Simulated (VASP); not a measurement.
# Rh (P6_3/mmc) in VASP: further runs

Rh is run at these levels: PBEsol; tasks: single point.

Program: VASP 6.6.1. These are calculated values, not measurements. Logs are shortened: lines on timing, memory, paths and dates and some standing lists are left out, and cuts for length are marked.

## (1) The cell of the first run

Symmetry: P6_3/mmc, No. 194, hexagonal system. Conventional cell: a = 2.756 Å, b = 2.756 Å, c = 8.495 Å, α = 90.00°, β = 90.00°, γ = 120.00°. Rh (site symmetry -3m) has 12 Rh at 2.65 to 2.76 Å within 3.5 Å. Rh (site symmetry -6m2) has 12 Rh at 2.65 to 2.76 Å within 3.5 Å.

This isn't the form of Rh at room conditions, which is fcc.

## (2) Single point, PBEsol

File INCAR:

```
SYSTEM = Rh
  PREC = Accurate
  ENCUT = 520
  EDIFF = 1E-7
  ISMEAR = 0
  SIGMA = 0.15
  LREAL = .False.
  LASPH = .True.
  NELM = 60
  ALGO = Fast
  ISIF = 2
  LWAVE = .False.
  LCHARG = .False.
  GGA = PS
  NBANDS = 38
```

File KPOINTS:

```
Automatic mesh
0
Gamma
  18 18 6
  0 0 0
```

File POSCAR:

```
Rh
1.0
    2.7558000000      0.0000000000      0.0000000000
   -1.3779000000      2.3865928077      0.0000000000
    0.0000000000      0.0000000000      8.4948000000
Rh
4
Direct
    0.0000000000      0.0000000000      0.0000000000
    0.3333333333      0.6666666667      0.2500000000
    0.0000000000      0.0000000000      0.5000000000
    0.6666666667      0.3333333333      0.7500000000
```

Potentials or basis: VASP PAW PBE potentials, release 64 (Rh_pv).

The run is started by

```bash
$ cat potpaw_PBE.64/Rh_pv/POTCAR > POTCAR
$ mpirun -np 1 vasp_std > vasp.out
```

OUTCAR:

```text
SYSTEM = Rh
   PREC = Accurate
   ENCUT = 520
   EDIFF = 1E-7
   ISMEAR = 0
   LREAL = .False.
   LASPH = .True.
   NELM = 60
   ISIF = 2
   GGA = PS

 ion  position               nearest neighbor table
   1  0.000  0.000  0.000-   2 2.65   4 2.65   2 2.65   4 2.65   4 2.65   2 2.65
   2  0.333  0.667  0.250-   1 2.65   3 2.65   1 2.65   3 2.65   1 2.65   3 2.65
   3  0.000  0.000  0.500-   2 2.65   4 2.65   2 2.65   4 2.65   4 2.65   2 2.65
   4  0.667  0.333  0.750-   1 2.65   3 2.65   1 2.65   3 2.65   1 2.65   3 2.65

  LATTYP: Found a hexagonal cell.
 ALAT       =     2.7558000000
 C/A-ratio  =     3.0825168735

  Lattice vectors:

 A1 = (   2.7558000000,   0.0000000000,   0.0000000000)
 A2 = (  -1.3779000000,   2.3865928077,   0.0000000000)
 A3 = (   0.0000000000,   0.0000000000,   8.4948000000)

Analysis of symmetry for initial positions (statically):
=====================================================================
 Subroutine PRICEL returns:
 Original cell was already a primitive cell.

 Routine SETGRP: Setting up the symmetry group for a
 hexagonal supercell.

 Subroutine GETGRP returns: Found 24 space group operations
 (whereof 12 operations were pure point group operations)
 out of a pool of 24 trial point group operations.

The static configuration has the point symmetry D_3d.
 The point group associated with its full space group is D_6h.

Analysis of symmetry for dynamics (positions and initial velocities):
=====================================================================
 Subroutine PRICEL returns:
 Original cell was already a primitive cell.

 Routine SETGRP: Setting up the symmetry group for a
 hexagonal supercell.

 Subroutine GETGRP returns: Found 24 space group operations
 (whereof 12 operations were pure point group operations)
 out of a pool of 24 trial point group operations.

The dynamic configuration has the point symmetry D_3d.
 The point group associated with its full space group is D_6h.

 Subroutine INISYM returns: Found 24 space group operations
 (whereof 12 operations are pure point group operations),
 and found     1 'primitive' translations

----------------------------------------------------------------------------------------

                                     Primitive cell

  volume of cell :      55.8701

  direct lattice vectors                    reciprocal lattice vectors
     2.755800000  0.000000000  0.000000000     0.362871036  0.209503690  0.000000000
    -1.377900000  2.386592808  0.000000000     0.000000000  0.419007380  0.000000000
     0.000000000  0.000000000  8.494800000     0.000000000  0.000000000  0.117719075

  length of vectors
     2.755800000  2.755800000  8.494800000     0.419007380  0.419007380  0.117719075

  position of ions in fractional coordinates (direct lattice)
     0.000000000  0.000000000  0.000000000
     0.333333333  0.666666667  0.250000000
     0.000000000  0.000000000  0.500000000
     0.666666667  0.333333333  0.750000000

  ion indices of the primitive-cell ions
   primitive index   ion index
                 1           1
                 2           2
                 3           3
                 4           4

----------------------------------------------------------------------------------------

 KPOINTS: Automatic mesh

Automatic generation of k-mesh.
 Grid dimensions read from file:
 generate k-points for:   18   18    6

 Generating k-lattice:

  Cartesian coordinates                     Fractional coordinates (reciprocal lattice)
     0.020159502  0.011639094  0.000000000     0.055555556  0.000000000  0.000000000
     0.000000000  0.023278188  0.000000000     0.000000000  0.055555556  0.000000000
     0.000000000  0.000000000  0.019619846     0.000000000  0.000000000  0.166666667

  Length of vectors
     0.023278188  0.023278188  0.019619846

  Shift w.r.t. Gamma in fractional coordinates (k-lattice)
     0.000000000  0.000000000  0.000000000

 Subroutine IBZKPT returns following result:
 ===========================================

 Found    148 irreducible k-points:

 Following reciprocal coordinates:
            Coordinates               Weight
  0.000000  0.000000  0.000000      1.000000
  0.055556  0.000000  0.000000      6.000000
  0.111111  0.000000  0.000000      6.000000
  0.166667  0.000000  0.000000      6.000000
  0.222222  0.000000  0.000000      6.000000
  0.277778  0.000000  0.000000      6.000000
[... 16 lines left out ...]
  0.333333  0.111111  0.000000     12.000000
  0.388889  0.111111  0.000000     12.000000
 [... further k-points ...]
   k-points           NKPTS =    148   k-points in BZ     NKDIM =    148   number of bands    NBANDS=     38
   number of dos      NEDOS =    301   number of ions     NIONS =      4
   total plane-waves  NPLWV =  25600
   dimension x,y,z NGX =    20 NGY =   20 NGZ =   64
   dimension x,y,z NGXF=    40 NGYF=   40 NGZF=  128
   ions per type =               4
   NGX,Y,Z   is equivalent  to a cutoff of  12.07, 12.07, 12.53 a.u.
   NGXF,Y,Z  is equivalent  to a cutoff of  24.13, 24.13, 25.05 a.u.
 SYSTEM =  Rh
   PREC   = accura    normal or accurate (medium, high low for compatibility)
   ISTART =      0    job   : 0-new  1-cont  2-samecut
   ICHARG =      2    charge: 1-file 2-atom 10-const
   ISPIN  =      1    spin polarized calculation?
   LNONCOLLINEAR =      F non collinear calculations
   LSORBIT =      F    spin-orbit coupling
   LASPH  =      T    aspherical Exc in radial PAW
   ENCUT  =  520.0 eV  38.22 Ry    6.18 a.u.   5.12  5.12 15.79*2*pi/ulx,y,z
   NELM   =     60;   NELMIN=  2; NELMDL= -5     # of ELM steps
   EDIFF  = 0.1E-06   stopping-criterion for ELM
   LREAL  =      F    real-space projection
   EDIFFG = 0.1E-05   stopping-criterion for IOM
   NSW    =      0    number of steps for IOM
   IBRION =     -1    ionic relax: 0-MD 1-quasi-New 2-CG
   NFREE  =      0    steps in history (QN), initial steepest desc. (CG)
   ISIF   =      2    stress and relaxation
   ISYM   =      2    0-nonsym 1-usesym 2-fastsym
   POTIM  = 0.5000    time-step for ionic-motion
   TEBEG  =    0.0;   TEEND  =   0.0 temperature during run
   PSTRESS=    0.0 pullay stress
   NELECT =      60.0000    total number of electrons
   NUPDOWN=      -1.0000    fix difference up-down
   EMIN   =  10.00;   EMAX   =-10.00  energy-range for DOS
   EFERMI =   0.00;   METHOD = LEGACY
   ISMEAR =     0;   SIGMA  =   0.15  broadening in eV -4-tet -1-fermi 0-gaus
   EFERMI_NEDOS =   21; number of points for ismear=-14 and -15
   IALGO  =     68    algorithm
   IMIX   =      4    mixing-type and parameters
     AMIX     =   0.40;   BMIX     =  1.00
     AMIX_MAG =   1.60;   BMIX_MAG =  1.00
  volume/ion in A,a.u.               =      13.97        94.26
  Fermi-wavevector in a.u.,A,eV,Ry     =   1.676482  3.168091 38.240417  2.810591
  Thomas-Fermi vector in A             =   2.760917
   LORBIT       =      0    0 simple, 1 ext, 2 COOP (PROOUT), +10 PAW based schemes
   GGA     = PS    functional components
   LHFCALC =     F    Hartree Fock is set to
   AEXX    =    0.0000 exact exchange contribution
   IVDW    =     0    specifies the selected vdW correction
   LEPSILON=     F    determine dielectric tensor
   LRPA    =     F    only Hartree local field effects (RPA)
 non-spin polarized calculation
 RMM-DIIS sequential band-by-band and
 Gauss-broadening in eV      SIGMA  =   0.15
  energy-cutoff  :      520.00
  volume of cell :       55.87
 maximum number of plane-waves:      1524
   NGX = 11   NGY = 11   NGZ = 31

 number of electron      59.9999989 magnetization

 Free energy of the ion-electron system (eV)
  ---------------------------------------------------
  ext. energy  EPLUGINS =         0.00000000
  ---------------------------------------------------
  free energy    TOTEN  =       -32.33846854 eV

  energy without entropy =      -32.27169433  energy(sigma->0) =      -32.30508144

 E-fermi :  11.5092     XC(G=0): -14.1126

 val. band max:       11.5063958517   @ k =   0.2778   0.2222   0.5000
 cond. band min:      11.5133769645   @ k =   0.2222   0.1667   0.0000
 fundamental gap:      0.0069811128
 Fermi energy:        11.5092100003

 k-point     1 :       0.0000    0.0000    0.0000
  band No.  band energies     occupation
      1     -35.6230      2.00000
      2     -35.2345      2.00000
      3     -35.2298      2.00000
      4     -34.9623      2.00000
      5     -34.9623      2.00000
      6     -34.9104      2.00000
[... 30 lines left out ...]
     37      20.7276      0.00000
     38      25.8726      0.00000

 k-point     2 :       0.0556    0.0000    0.0000
  band No.  band energies     occupation
      1     -35.6160      2.00000
      2     -35.2381      2.00000
      3     -35.2330      2.00000
      4     -34.9753      2.00000
      5     -34.9671      2.00000
      6     -34.9184      2.00000
[... 30 lines left out ...]
     37      20.7085      0.00000
     38      26.0058      0.00000

 k-point     3 :       0.1111    0.0000    0.0000
  band No.  band energies     occupation
      1     -35.5954      2.00000
      2     -35.2505      2.00000
      3     -35.2436      2.00000
      4     -35.0118      2.00000
      5     -34.9805      2.00000
      6     -34.9413      2.00000
[... 30 lines left out ...]
     37      20.6563      0.00000
     38      26.3346      0.00000

 k-point     4 :       0.1667    0.0000    0.0000
  band No.  band energies     occupation
      1     -35.5627      2.00000
      2     -35.2754      2.00000
      3     -35.2641      2.00000
      4     -35.0655      2.00000
      5     -35.0007      2.00000
      6     -34.9791      2.00000
[... 30 lines left out ...]
     37      20.5873      0.00000
     38      26.4658      0.00000
[... 703 lines left out ...]
      4     -35.2478      2.00000
      5     -35.2109      2.00000
      6     -35.1018      2.00000
[... 30 lines left out ...]
     37      20.5850      0.00000
     38      21.6202      0.00000

 k-point    23 :       0.3333    0.1111    0.0000
  band No.  band energies     occupation
      1     -35.4653      2.00000
      2     -35.4509      2.00000
      3     -35.3110      2.00000
      4     -35.2927      2.00000
      5     -35.2586      2.00000
      6     -35.1188      2.00000
[... 30 lines left out ...]
     37      20.9920      0.00000
     38      21.1891      0.00000

 k-point    24 :       0.3889    0.1111    0.0000
  band No.  band energies     occupation
      1     -35.4940      2.00000
      2     -35.4724      2.00000
      3     -35.3232      2.00000
      4     -35.2877      2.00000
      5     -35.2535      2.00000
      6     -35.1394      2.00000
[... 30 lines left out ...]
     37      20.6743      0.00000
     38      20.7202      0.00000

 [... further k-points ...]
[... 5 lines left out ...]
  --------------------------------------------------------------------------------------
  -------------------------------------------------------------------------------------
  Total       -4.6830221     -4.6830221      1.4461174      0.0000000      0.0000000      0.0000000
  in kB     -134.2943089   -134.2943089     41.4700872      0.0000000      0.0000000      0.0000000
  external PRESSURE =     -75.7061769 kB  Pullay stress =       0.0000000 kB

 VOLUME and BASIS-vectors are now :
 -----------------------------------------------------------------------------
  energy-cutoff  :      520.00
  volume of cell :       55.87
      direct lattice vectors                 reciprocal lattice vectors
     2.755800000  0.000000000  0.000000000     0.362871036  0.209503690  0.000000000
    -1.377900000  2.386592808  0.000000000     0.000000000  0.419007380  0.000000000
     0.000000000  0.000000000  8.494800000     0.000000000  0.000000000  0.117719075

 POSITION                                       TOTAL-FORCE (eV/Angst)
 -----------------------------------------------------------------------------------
      0.00000      0.00000      0.00000        -0.000000      0.000000     -0.000000
     -0.00000      1.59106      2.12370        -0.000000     -0.000000     -0.000000
      0.00000      0.00000      4.24740        -0.000000      0.000000     -0.000000
      1.37790      0.79553      6.37110         0.000000      0.000000      0.000000
 -----------------------------------------------------------------------------------
    total drift:                                0.000000     -0.000000      0.000000

  FREE ENERGIE OF THE ION-ELECTRON SYSTEM (eV)
  ---------------------------------------------------
  free  energy   TOTEN  =       -32.3384685417 eV

  energy  without entropy=      -32.2716943347  energy(sigma->0) =      -32.30508144
```

It took 7.6 min on 1 thread of Intel Xeon 8259CL, shared host; peak memory 0.33 GiB.

What came out:

* Free energy: -32.3385 eV
* Pressure: -7.6 GPa
* Band gap on the k mesh: zero (bands 30 and 31 overlap by 1.80 eV)

Levels at points of the mesh, in eV from the Fermi level:
| k point | band 28 | band 29 | band 30 | band 31 | band 32 | band 33 |
| --- | --- | --- | --- | --- | --- | --- |
| (0.00, 0.00, 0.00) | -1.61 | -1.61 | -1.07 | -1.07 | -0.32 | -0.32 |
| (0.50, 0.00, 0.00) | 0.40 | 0.64 | 0.64 | 0.83 | 0.92 | 1.03 |
| (0.00, 0.00, 0.50) | -1.21 | -1.21 | -1.21 | -0.76 | -0.76 | 0.08 |
| (0.50, 0.00, 0.50) | -0.12 | 0.32 | 0.32 | 0.63 | 0.63 | 2.68 |

Caveat: the stress differs along the axes, from -13 to 4 GPa; the PAW data sets were made with another functional, which shifts forces and pressure a little.

## (3) Single point, PBEsol

This run uses another cell than the first one, of 13.07 Å³/atom.

File INCAR:

```
SYSTEM = Rh
  ALGO = Fast
  EDIFF = 1E-7
  ENCUT = 520
  GGA = PS
  ISIF = 2
  ISMEAR = 0
  LASPH = .TRUE.
  LCHARG = .TRUE.
  LELF = .TRUE.
  LREAL = .FALSE.
  LVHAR = .TRUE.
  LWAVE = .FALSE.
  NBANDS = 38
  NELM = 60
  PREC = Accurate
  SIGMA = 0.15
```

File KPOINTS:

```
k-points
0
G
  18 18 6
  0 0 0
```

File POSCAR:

```
Rh
1.0
    2.5953000000      0.0000000000      0.0000000000
   -1.2976500000      2.2475957304      0.0000000000
    0.0000000000      0.0000000000      8.9602000000
Rh
4
Direct
    0.0000000000      0.0000000000      0.0000000000
    0.3333333333      0.6666666667      0.2500000000
    0.0000000000      0.0000000000      0.5000000000
    0.6666666667      0.3333333333      0.7500000000
```

Potentials or basis: VASP PAW PBE potentials, release 64 (Rh_pv).

The run is started by

```bash
$ cat potpaw_PBE.64/Rh_pv/POTCAR > POTCAR
$ mpirun -np 1 vasp_std > vasp.out
```

Wall time 8.3 min (1 thread of Intel Xeon 8259CL, shared host); peak memory 0.32 GiB.

Results (log left out):

```
Free energy            : -32.2895 eV
Pressure               : 12.4 GPa
Band gap on the k mesh : zero (bands 30 and 31 overlap by 2.27 eV)
```

Stress tensor (GPa, compression positive):
```
20.56  0.00  0.00
 0.00 20.56  0.00
 0.00  0.00 -3.99
```

Levels at points of the mesh, in eV from the Fermi level:
```csv
k point,band 27,band 28,band 29,band 30,band 31,band 32,band 33,band 34
"(0.00, 0.00, 0.00)",-2.90,-1.29,-1.29,-0.67,-0.67,-0.32,-0.32,0.02
"(0.50, 0.00, 0.00)",0.55,0.91,0.91,1.00,1.05,1.13,1.31,2.31
"(0.00, 0.00, 0.50)",-1.69,-1.69,-1.03,-1.03,-1.03,-1.03,0.13,0.13
"(0.50, 0.00, 0.50)",-0.13,-0.13,0.94,0.94,1.10,1.10,3.06,3.06
```

Caveat: the stress differs along the axes, from -4 to 21 GPa; the PAW data sets were made with another functional, which shifts forces and pressure a little.

(Continued in part 2 of 2.)
